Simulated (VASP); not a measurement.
# TiAl3 (P4/mmm) in VASP: a series of runs, part 2 of 2

VASP 6.6.1.

## 3. Single point, r2SCAN (strain +0.000 along x and y, -0.030 along z)

The input, POSCAR:

```
TiAl3
1.0
    3.9556712500      0.0000000000      0.0000000000
    0.0000000000      3.9556712500      0.0000000000
    0.0000000000      0.0000000000      3.8370011125
Ti Al
1 3
Direct
    0.0000000000      0.0000000000      0.0000000000
    0.5000000000      0.5000000000      0.0000000000
    0.5000000000      0.0000000000      0.5000000000
    0.0000000000      0.5000000000      0.5000000000
```

The input, INCAR.step1:

```
PREC     = Accurate       # precision mode
ENCUT    = 520            # plane-wave cutoff, eV
ISMEAR   = 0              # smearing method
SIGMA    = 0.15           # smearing width, eV
LREAL    = False          # projectors in reciprocal space
LASPH    = True           # aspherical terms in the spheres
NELM     = 60             # most SCF steps
NBANDS   = 18             # bands
GGA      = PE             # functional
ALGO     = Normal         # electronic algorithm
EDIFF    = 1E-4           # SCF threshold, eV
LWAVE    = True           # write WAVECAR
LCHARG   = False          # write CHGCAR
```

The input, INCAR.step2:

```
PREC     = Accurate       # precision mode
ENCUT    = 520            # plane-wave cutoff, eV
EDIFF    = 1E-6           # SCF threshold, eV
ISMEAR   = 0              # smearing method
SIGMA    = 0.15           # smearing width, eV
LREAL    = False          # projectors in reciprocal space
LASPH    = True           # aspherical terms in the spheres
NELM     = 60             # most SCF steps
ALGO     = Normal         # electronic algorithm
ISIF     = 2              # what is computed and relaxed
LWAVE    = False          # write WAVECAR
LCHARG   = False          # write CHGCAR
METAGGA  = R2SCAN         # meta-GGA
LMIXTAU  = True         
NBANDS   = 18             # bands
ISTART   = 1
```

The input, KPOINTS:

```
regular mesh
0
Gamma
  12 12 12
```

Potentials or basis: VASP PAW PBE potentials, release 64 (Ti_sv, Al).

On the command line:

```
cat potpaw_PBE.64/Ti_sv/POTCAR potpaw_PBE.64/Al/POTCAR > POTCAR
cp INCAR.step1 INCAR
mpirun -np 1 vasp_std > vasp.out
cp INCAR.step2 INCAR
mpirun -np 1 vasp_std > vasp.out
```

OUTCAR:

```text
PREC = Accurate
   ENCUT = 520
   EDIFF = 1E-6
   ISMEAR = 0
   LREAL = False
   LASPH = True
   NELM = 60
   ISIF = 2
   METAGGA = R2SCAN
   ISTART = 1

 ion  position               nearest neighbor table
   1  0.000  0.000  0.000-   3 2.76   4 2.76   3 2.76   4 2.76   4 2.76   4 2.76   3 2.76   3 2.76
                             2 2.80   2 2.80   2 2.80   2 2.80
   2  0.500  0.500  0.000-   3 2.76   4 2.76   3 2.76   4 2.76   3 2.76   3 2.76   4 2.76   4 2.76
                             1 2.80   1 2.80   1 2.80   1 2.80
   3  0.500  0.000  0.500-   1 2.76   2 2.76   1 2.76   2 2.76   2 2.76   2 2.76   1 2.76   1 2.76
                             4 2.80   4 2.80   4 2.80   4 2.80
   4  0.000  0.500  0.500-   1 2.76   2 2.76   1 2.76   2 2.76   1 2.76   1 2.76   2 2.76   2 2.76
                             3 2.80   3 2.80   3 2.80   3 2.80

  LATTYP: Found a simple tetragonal cell.
 ALAT       =     3.9556712500
 C/A-ratio  =     0.9700000000

  Lattice vectors:

 A1 = (   3.9556712500,   0.0000000000,   0.0000000000)
 A2 = (   0.0000000000,   3.9556712500,   0.0000000000)
 A3 = (   0.0000000000,   0.0000000000,   3.8370011125)

Analysis of symmetry for initial positions (statically):
=====================================================================
 Subroutine PRICEL returns:
 Original cell was already a primitive cell.

 Routine SETGRP: Setting up the symmetry group for a
 simple tetragonal supercell.

 Subroutine GETGRP returns: Found 16 space group operations
 (whereof 16 operations were pure point group operations)
 out of a pool of 16 trial point group operations.

The static configuration has the point symmetry D_4h.

Analysis of symmetry for dynamics (positions and initial velocities):
=====================================================================
 Subroutine PRICEL returns:
 Original cell was already a primitive cell.

 Routine SETGRP: Setting up the symmetry group for a
 simple tetragonal supercell.

 Subroutine GETGRP returns: Found 16 space group operations
 (whereof 16 operations were pure point group operations)
 out of a pool of 16 trial point group operations.

The dynamic configuration has the point symmetry D_4h.

 Subroutine INISYM returns: Found 16 space group operations
 (whereof 16 operations are pure point group operations),
 and found     1 'primitive' translations

----------------------------------------------------------------------------------------

                                     Primitive cell

  volume of cell :      60.0388

  direct lattice vectors                    reciprocal lattice vectors
     3.955671250  0.000000000  0.000000000     0.252801595  0.000000000  0.000000000
     0.000000000  3.955671250  0.000000000     0.000000000  0.252801595  0.000000000
     0.000000000  0.000000000  3.837001112     0.000000000  0.000000000  0.260620201

  length of vectors
     3.955671250  3.955671250  3.837001112     0.252801595  0.252801595  0.260620201

  position of ions in fractional coordinates (direct lattice)
     0.000000000  0.000000000  0.000000000
     0.500000000  0.500000000  0.000000000
     0.500000000  0.000000000  0.500000000
     0.000000000  0.500000000  0.500000000

  ion indices of the primitive-cell ions
   primitive index   ion index
                 1           1
                 2           2
                 3           3
                 4           4

[... 30 lines left out ...]
  0.166667  0.000000  0.000000      4.000000
  0.250000  0.000000  0.000000      4.000000
  0.333333  0.000000  0.000000      4.000000
  0.416667  0.000000  0.000000      4.000000
[... 16 lines left out ...]
  0.333333  0.333333  0.000000      4.000000
  0.416667  0.333333  0.000000      8.000000
 [... further k-points ...]
   k-points           NKPTS =    196   k-points in BZ     NKDIM =    196   number of bands    NBANDS=     18
   number of dos      NEDOS =    301   number of ions     NIONS =      4
   total plane-waves  NPLWV =  27000
   dimension x,y,z NGX =    30 NGY =   30 NGZ =   30
   dimension x,y,z NGXF=    60 NGYF=   60 NGZF=   60
   ions per type =               1   3
   NGX,Y,Z   is equivalent  to a cutoff of  12.61, 12.61, 13.00 a.u.
   NGXF,Y,Z  is equivalent  to a cutoff of  25.22, 25.22, 26.00 a.u.
 SYSTEM =  unknown system
   PREC   = accura    normal or accurate (medium, high low for compatibility)
   ISTART =      1    job   : 0-new  1-cont  2-samecut
   ICHARG =      0    charge: 1-file 2-atom 10-const
   ISPIN  =      1    spin polarized calculation?
   LNONCOLLINEAR =      F non collinear calculations
   LSORBIT =      F    spin-orbit coupling
   LASPH  =      T    aspherical Exc in radial PAW
   ENCUT  =  520.0 eV  38.22 Ry    6.18 a.u.   7.35  7.35  7.13*2*pi/ulx,y,z
   NELM   =     60;   NELMIN=  2; NELMDL=  0     # of ELM steps
   EDIFF  = 0.1E-05   stopping-criterion for ELM
   LREAL  =      F    real-space projection
   EDIFFG = 0.1E-04   stopping-criterion for IOM
   NSW    =      0    number of steps for IOM
   IBRION =     -1    ionic relax: 0-MD 1-quasi-New 2-CG
   NFREE  =      0    steps in history (QN), initial steepest desc. (CG)
   ISIF   =      2    stress and relaxation
   ISYM   =      2    0-nonsym 1-usesym 2-fastsym
   POTIM  = 0.5000    time-step for ionic-motion
   TEBEG  =    0.0;   TEEND  =   0.0 temperature during run
   PSTRESS=    0.0 pullay stress
   NELECT =      21.0000    total number of electrons
   NUPDOWN=      -1.0000    fix difference up-down
   EMIN   =  10.00;   EMAX   =-10.00  energy-range for DOS
   EFERMI =   0.00;   METHOD = LEGACY
   ISMEAR =     0;   SIGMA  =   0.15  broadening in eV -4-tet -1-fermi 0-gaus
   EFERMI_NEDOS =   21; number of points for ismear=-14 and -15
   IALGO  =     38    algorithm
   IMIX   =      4    mixing-type and parameters
     AMIX     =   0.40;   BMIX     =  1.00
     AMIX_MAG =   1.60;   BMIX_MAG =  1.00
  volume/ion in A,a.u.               =      15.01       101.29
  Fermi-wavevector in a.u.,A,eV,Ry     =   1.153463  2.179730 18.102250  1.330478
  Thomas-Fermi vector in A             =   2.290107
   LORBIT       =      0    0 simple, 1 ext, 2 COOP (PROOUT), +10 PAW based schemes
   METAGGA = R2SCAN    functional components
   LHFCALC =     F    Hartree Fock is set to
   AEXX    =    0.0000 exact exchange contribution
   IVDW    =     0    specifies the selected vdW correction
   LEPSILON=     F    determine dielectric tensor
   LRPA    =     F    only Hartree local field effects (RPA)
 non-spin polarized calculation
 Gauss-broadening in eV      SIGMA  =   0.15
  energy-cutoff  :      520.00
  volume of cell :       60.04
 maximum number of plane-waves:      1638
 NGX is ok and might be reduce to    30
   NGX = 15   NGY = 15   NGZ = 15

 number of electron      20.9999996 magnetization

 Free energy of the ion-electron system (eV)
  ---------------------------------------------------
  ext. energy  EPLUGINS =         0.00000000
  ---------------------------------------------------
  free energy    TOTEN  =       -34.78965944 eV

  energy without entropy =      -34.76469329  energy(sigma->0) =      -34.77717636

 E-fermi :   9.4968     XC(G=0): -11.7215

 val. band max:        9.4912961113   @ k =   0.3333   0.0833   0.0000
 cond. band min:       9.5096759764   @ k =   0.1667   0.0833   0.0000
 fundamental gap:      0.0183798652
 Fermi energy:         9.4967911174

 k-point     1 :       0.0000    0.0000    0.0000
  band No.  band energies     occupation
      1     -49.7626      2.00000
      2     -25.0463      2.00000
      3     -25.0463      2.00000
      4     -25.0210      2.00000
      5      -2.1810      2.00000
      6       6.0691      2.00000
[... 481 lines left out ...]
      5       0.4764      2.00000
      6       2.3741      2.00000
[... 10 lines left out ...]
     17      14.3305      0.00000
     18      15.5718      0.00000

 [... further k-points ...]

------------------------ aborting loop because EDIFF is reached ----------------------------------------

  FORCE on cell =-STRESS in cart. coord.  units (eV):
  Direction    XX          YY          ZZ          XY          YZ          ZX
  --------------------------------------------------------------------------------------
  -------------------------------------------------------------------------------------
  Total        0.8690111      0.8690111      2.4803501      0.0000000     -0.0000000     -0.0000000
  in kB       23.1901514     23.1901514     66.1898304      0.0000000     -0.0000000     -0.0000000
  external PRESSURE =      37.5233777 kB  Pullay stress =       0.0000000 kB

 VOLUME and BASIS-vectors are now :
 -----------------------------------------------------------------------------
  energy-cutoff  :      520.00
  volume of cell :       60.04
      direct lattice vectors                 reciprocal lattice vectors
     3.955671250  0.000000000  0.000000000     0.252801595  0.000000000  0.000000000
     0.000000000  3.955671250  0.000000000     0.000000000  0.252801595  0.000000000
     0.000000000  0.000000000  3.837001112     0.000000000  0.000000000  0.260620201

 POSITION                                       TOTAL-FORCE (eV/Angst)
 -----------------------------------------------------------------------------------
      0.00000      0.00000      0.00000         0.000000      0.000000      0.000000
      1.97784      1.97784      0.00000         0.000000      0.000000      0.000000
      1.97784      0.00000      1.91850         0.000000      0.000000      0.000000
      0.00000      1.97784      1.91850         0.000000      0.000000      0.000000
 -----------------------------------------------------------------------------------
    total drift:                                0.000000     -0.000000      0.000000

  FREE ENERGIE OF THE ION-ELECTRON SYSTEM (eV)
  ---------------------------------------------------
  free  energy   TOTEN  =       -34.7896594395 eV

  energy  without entropy=      -34.7646932872  energy(sigma->0) =      -34.77717636
```

Run time: 18 min. Hardware: 1 thread of Intel Xeon 8259CL, shared host; peak memory 0.32 GiB.

Results:

- Free energy: -34.7897 eV
- Pressure: 3.8 GPa
- Band gap on the k mesh: zero (an odd number of electrons rules out a gap without spin polarisation)

Stress tensor (GPa, compression positive):
```
2.32 0.00 0.00
0.00 2.32 0.00
0.00 0.00 6.62
```

Levels at points of the mesh, in eV from the Fermi level:
```csv
k point,band 7,band 8,band 9,band 10,band 11,band 12,band 13,band 14
"(0.00, 0.00, 0.00)",-3.14,-2.58,-2.58,-2.06,0.08,0.16,0.16,0.63
"(0.50, 0.00, 0.00)",-2.64,-2.35,-2.29,0.43,0.54,0.83,1.02,1.13
"(0.50, 0.50, 0.00)",-6.71,-5.52,-1.27,-1.27,0.83,1.05,1.35,1.35
"(0.00, 0.00, 0.50)",-2.60,-2.60,-2.44,0.41,0.60,0.60,0.87,1.45
"(0.50, 0.00, 0.50)",-6.49,-5.51,-1.53,-1.42,0.55,1.00,1.12,1.57
"(0.50, 0.50, 0.50)",-5.48,-5.45,-3.97,-3.97,-3.82,0.26,1.44,1.64
```

Caveat: the cell differs from its parent crystal (strain +0.000 along x and y, -0.030 along z); the cell stands under pressure; the PAW data sets were made with another functional, which shifts forces and pressure a little.

## 4. Single point, r2SCAN (strain -0.015 along x and y, +0.000 along z)

The input, POSCAR:

```
TiAl3
1.0
    3.8963361812      0.0000000000      0.0000000000
    0.0000000000      3.8963361812      0.0000000000
    0.0000000000      0.0000000000      3.9556712500
Ti Al
1 3
Direct
    0.0000000000      0.0000000000      0.0000000000
    0.5000000000      0.5000000000      0.0000000000
    0.5000000000      0.0000000000      0.5000000000
    0.0000000000      0.5000000000      0.5000000000
```

The input, INCAR.step1:

```
SYSTEM = TiAl3
PREC = Accurate
ENCUT = 520
ISMEAR = 0
SIGMA = 0.15
LREAL = .FALSE.
LASPH = .TRUE.
NELM = 80
NBANDS = 18
GGA = PE
ALGO = Normal
EDIFF = 1E-4
LWAVE = .TRUE.
LCHARG = .FALSE.
```

The input, INCAR.step2:

```
SYSTEM = TiAl3
PREC = Accurate
ENCUT = 520
EDIFF = 1E-7
ISMEAR = 0
SIGMA = 0.15
LREAL = .FALSE.
LASPH = .TRUE.
NELM = 80
ALGO = Normal
ISIF = 2
LWAVE = .FALSE.
LCHARG = .TRUE.
METAGGA = R2SCAN
LMIXTAU = .TRUE.
LELF = .TRUE.
LVHAR = .TRUE.
NBANDS = 18
ISTART = 1
```

The input, KPOINTS:

```
regular mesh
0
G
  12 12 12
  0 0 0
```

On the command line:

```
cat potpaw_PBE.64/Ti_sv/POTCAR potpaw_PBE.64/Al/POTCAR > POTCAR
cp INCAR.step1 INCAR
mpirun -np 1 vasp_std > vasp.out
cp INCAR.step2 INCAR
mpirun -np 1 vasp_std > vasp.out
```

Run time: 19 min. Hardware: 1 thread of Intel Xeon 8259CL, shared host; peak memory 0.32 GiB.

It converged, with:

```yaml
Free_energy: -34.8023 eV
Pressure: 3.7 GPa
Band_gap_on_the_k_mesh: zero (an odd number of electrons rules out a gap without spin polarisation)
```

Stress tensor (GPa, compression positive):
```
4.39 0.00 0.00
0.00 4.39 0.00
0.00 0.00 2.21
```

Levels at points of the mesh, in eV from the Fermi level:
```csv
k point,band 8,band 9,band 10,band 11,band 12,band 13
"(0.00, 0.00, 0.00)",-2.59,-2.34,-2.34,0.12,0.12,0.15
"(0.50, 0.00, 0.00)",-2.46,-2.40,0.41,0.56,0.80,0.86
"(0.50, 0.50, 0.00)",-5.52,-1.48,-1.48,0.55,0.99,1.17
"(0.00, 0.00, 0.50)",-2.47,-2.35,0.42,0.77,0.77,0.91
"(0.50, 0.00, 0.50)",-5.52,-1.41,-1.35,0.69,1.09,1.16
"(0.50, 0.50, 0.50)",-5.47,-3.98,-3.90,-3.90,0.26,1.48
```

Caveat: the cell differs from its parent crystal (strain -0.015 along x and y, +0.000 along z); the cell stands under pressure; the PAW data sets were made with another functional, which shifts forces and pressure a little.

## 5. Overview

| cell | gap on the mesh (eV) | pressure (GPa) |
| --- | --- | --- |
| a = 3.837, b = 3.837, c = 4.074 Å, 4 atoms | none | 4.1 |
| a = 3.956, b = 3.956, c = 3.837 Å, 4 atoms | none | 3.8 |
| a = 3.896, b = 3.896, c = 3.956 Å, 4 atoms | none | 3.7 |

Alike in all rows: task single point; level r2SCAN; potentials or basis VASP PAW PBE potentials, release 64 (Ti_sv, Al); no spin polarisation; k mesh 12 × 12 × 12; cutoff (eV) 520; smearing gaussian 0.15 eV.

Caveats: the PAW data sets were made with another functional, which shifts forces and pressure a little; the cell stands under pressure (at least some runs); the stress differs along the axes, from -2 to 7 GPa (at least some runs).

Total energies depend on the potentials used, so only differences within one code and one set of settings carry meaning.
